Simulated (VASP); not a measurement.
Sb, 2 atoms in the cell. The structure is trigonal, space group R-3m (No. 166). The conventional cell has a = 4.320 Å, b = 4.320 Å, c = 11.212 Å, α = 90.00°, β = 90.00°, γ = 120.00°. Within 3.8 Å of Sb (site symmetry 3m) lie 6 Sb at 2.91 to 3.35 Å. 

| Property | Result |
| --- | --- |
| Program | VASP 6.6.1 |
| Task | single point |
| Functional | PBEsol |
| Potentials or basis | VASP PAW PBE potentials, release 64 (Sb) |
| Cutoff | 520 eV |
| k mesh | 6 × 6 × 6 |
| Occupations | fermi-dirac, width 0.05 eV |
| Spin | no spin polarisation |
| Dipole correction | no |
| Further INCAR settings | ALGO = Normal; EDIFF = 1e-06; NBANDS = 12 |

Potentials or basis: VASP PAW PBE potentials, release 64 (Sb).

Run with:

```console
$ cat potpaw_PBE.64/Sb/POTCAR > POTCAR
$ mpirun -np 1 vasp_std > vasp.out
```

Hardware: 1 thread of Intel(R) Xeon(R) 6975P-C (Granite Rapids), with other jobs on the host.

Question: How long does it take, and how much memory?

Answer: It took 11 s on 1 thread of Intel(R) Xeon(R) 6975P-C (Granite Rapids), on a shared host, peak memory 0.19 GiB. Counts: scf iterations 10, k points 32.
